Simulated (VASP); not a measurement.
Re: single point with PBEsol

The system is Re.

```
CELL_PARAMETERS angstrom
0.00000 1.97500 1.97500
1.97500 0.00000 1.97500
1.97500 1.97500 0.00000
ATOMIC_POSITIONS crystal
Re 0.00000 0.00000 0.00000
```

This isn't the form of Re at room conditions, which is hcp.

| Item | Value |
| --- | --- |
| Program | VASP 6.6.1 |
| Task | single point |
| Functional | PBEsol |
| Potentials or basis | VASP PAW PBE potentials, release 64 (Re) |
| Cutoff | 520 eV |
| k mesh | 18 × 18 × 18 |
| Occupations | gaussian, width 0.1 eV |
| Spin | no spin polarisation |

```
Pressure               : -18.9 GPa
Band gap on the k mesh : zero (an odd number of electrons rules out a gap without spin polarisation)
```

Levels at points of the mesh, in eV from the Fermi level:
```
           k point  band 1  band 2  band 3  band 4  band 5  band 6  band 7  band 8
(0.00, 0.00, 0.00)   -9.82   -1.78   -1.78   -1.78    1.19    1.19   13.93   19.29
(0.50, 0.00, 0.00)   -6.55   -1.98   -1.98    0.16    3.58    3.58    9.31   13.40
(0.50, 0.50, 0.00)   -6.43   -5.59    2.63    3.52    4.27    4.27   11.92   11.92
```

Run time: 82 s on 1 thread of Intel Xeon 8259CL (shared host), peak memory 0.16 GiB.

Caveat: the cell stands under tension; the PAW data sets were made with another functional, which shifts forces and pressure a little; spin-orbit coupling is left out, which moves the levels of the heavy elements.
